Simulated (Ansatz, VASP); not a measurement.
## BaTa2: VASP beside Ansatz

```
Ba Ta
1.0
     0.00000    3.26357    3.26357
     3.26357    0.00000    3.26357
     3.26357    3.26357    0.00000
Ba Ta
1 2
Direct
  0.00000 0.00000 0.00000
  0.25000 0.25000 0.25000
  0.75000 0.75000 0.75000
```

Alike in both runs: task relaxation of cell and atoms; functional PBE; k mesh 4 × 4 × 4; occupations gaussian, width 0.1 eV; no spin polarisation.

|  | VASP | Ansatz |
| --- | --- | --- |
| version | VASP 6.6.1 | Ansatz 0.2.0 |
| potentials or method | VASP PAW PBE potentials, release 64 (Ba_sv, Ta_sv_GW), cutoff 500 eV | scalar-relativistic, plane waves, PAW |
| valence electrons in the cell | 36 | 36 |

|  | VASP | Ansatz | Ansatz less VASP |
| --- | --- | --- | --- |
| gap on the k mesh at the Fermi level, each at its own relaxed structure (eV) | none | none | - |
| relaxed volume (Å³/atom) | 25.53 | 24.81 | -0.724 |
| relaxed length of the cell vector where the two differ most in proportion (Å) | 4.767 | 4.721 | -0.0455 |

A gap of «none» marks a metal or a gap that the smearing closes.

The k mesh is coarse, so the values compare programs but aren't converged. Neither program's run includes spin-orbit coupling.
